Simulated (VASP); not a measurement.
A run of VASP 6.6.1:

File INCAR:

```
PREC = Accurate ; ENCUT = 520
EDIFF = 1E-6 ; ISMEAR = -1
SIGMA = 0.05 ; LREAL = False
LASPH = True ; NELM = 60
ALGO = Normal ; ISIF = 2
LWAVE = False ; LCHARG = False
GGA = PS ; NBANDS = 16
```

Contents of KPOINTS:

```
regular mesh
0
Gamma
  9 9 9
```

Contents of POSCAR:

```
Si2Ni
1.0
    0.0000000000      2.7030000000      2.7030000000
    2.7030000000      0.0000000000      2.7030000000
    2.7030000000      2.7030000000      0.0000000000
Ni Si
1 2
Direct
    0.0000000000      0.0000000000      0.0000000000
    0.7500000000      0.7500000000      0.7500000000
    0.2500000000      0.2500000000      0.2500000000
```

Potentials or basis: VASP PAW PBE potentials, release 64 (Ni, Si).

Run with:

```console
$ cat potpaw_PBE.64/Ni/POTCAR potpaw_PBE.64/Si/POTCAR > POTCAR
$ mpirun -np 1 vasp_std > vasp.out
```

Hardware: 1 thread of Intel(R) Xeon(R) Platinum 8259CL CPU @ 2.50GHz (Skylake/Cascade Lake), on a shared host.

**Question.** How long does it take, and how much memory?

**Answer.** Wall time 22 s on 1 thread of Intel(R) Xeon(R) Platinum 8259CL CPU @ 2.50GHz (Skylake/Cascade Lake) (shared host), peak memory 0.16 GiB. Counts: scf iterations 14, k points 35.
